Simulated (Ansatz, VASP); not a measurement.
# Two plane-wave programs on Sn

POSCAR

```
Sn
1.0
    3.1312367539      0.0000000000      0.0000000000
    0.0000000000      3.1312367539      0.0000000000
    0.0000000000      0.0000000000      3.1312367539
Sn
1
Direct
    0.0000000000      0.0000000000      0.0000000000
```

File INCAR.step1:

```
ALGO = Normal
EDIFF = 1E-4
ENCUT = 520
GGA = PE
ISMEAR = -1
LASPH = T
LCHARG = F
LREAL = F
LWAVE = T
NBANDS = 13
NELM = 100
PREC = Accurate
SIGMA = 0.1
```

The input INCAR.step2:

```
ALGO = Normal
EDIFF = 1E-7
ENCUT = 520
ISIF = 2
ISMEAR = -1
ISTART = 1
LASPH = T
LCHARG = F
LMIXTAU = T
LREAL = F
LWAVE = F
METAGGA = R2SCAN
NBANDS = 13
NELM = 100
PREC = Accurate
SIGMA = 0.1
```

KPOINTS

```
k-points
0
Gamma
  12 12 12
```

Input for Ansatz:

```yaml
crystal:
  lattice:
    - [3.1312367539, 0.0, 0.0]
    - [0.0, 3.1312367539, 0.0]
    - [0.0, 0.0, 3.1312367539]
  atoms:
    - { symbol: Sn, position: [0.0, 0.0, 0.0] }
hamiltonian:
  xc: r2scan
  pseudopotentials:
    kind: paw
    azcp:
      Sn: "pseudopotentials/Sn.paw.azcp"
basis:
  ecutwfc: 500
  fft_grid_basis: typed
kpoints:
  mp_grid: { grid: [12, 12, 12], shift: [0, 0, 0] }
magnetization:
  spin_polarized: false
scf:
  occupations: { method: fermi_dirac, width: 0.1 }
  lower_state_search: "off"
output:
  stress: true
```

Alike in both runs: task single point; functional r2SCAN; k mesh 12 × 12 × 12; occupations fermi-dirac, width 0.1 eV; no spin polarisation.

|  | VASP | Ansatz |
| --- | --- | --- |
| version | VASP 6.6.1 | Ansatz 0.2.0 |
| potentials or method | VASP PAW PBE potentials, release 64 (Sn_d), cutoff 520 eV | plane waves (500 eV) with PAW, scalar-relativistic |
| valence electrons in the cell | 14 | 14 |

```csv
,VASP,Ansatz,Ansatz less VASP
pressure (GPa),-3.2,-3.1,+0.03
```

VASP's potentials were made for PBE, not for r2SCAN. The functional is the same, so the differences come from potentials, cutoffs and numerics.
